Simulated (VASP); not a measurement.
Input of a VASP 6.6.1 run:

INCAR

```
PREC = Accurate
ENCUT = 500
EDIFF = 1E-6
ISMEAR = -1
SIGMA = 0.08
LREAL = F
LASPH = T
NELM = 120
ALGO = Normal
ISIF = 2
LWAVE = F
LCHARG = F
GGA = PE
NBANDS = 12
GGA_COMPAT = F
```

KPOINTS

```
regular mesh
0
Gamma
  14 14 14
```

The input POSCAR:

```
Ta
1.0
    2.5049623144      0.0000000000      0.0000000000
    0.0000000000      2.5049623144      0.0000000000
    0.0000000000      0.0000000000      2.5049623144
Ta
1
Direct
    0.0000000000      0.0000000000      0.0000000000
```

Potentials or basis: VASP PAW PBE potentials, release 64 (Ta_pv).

The run is started by

```bash
$ cat potpaw_PBE.64/Ta_pv/POTCAR > POTCAR
$ mpirun -np 1 vasp_std > vasp.out
```

Estimate the pressure.

66.8 GPa.
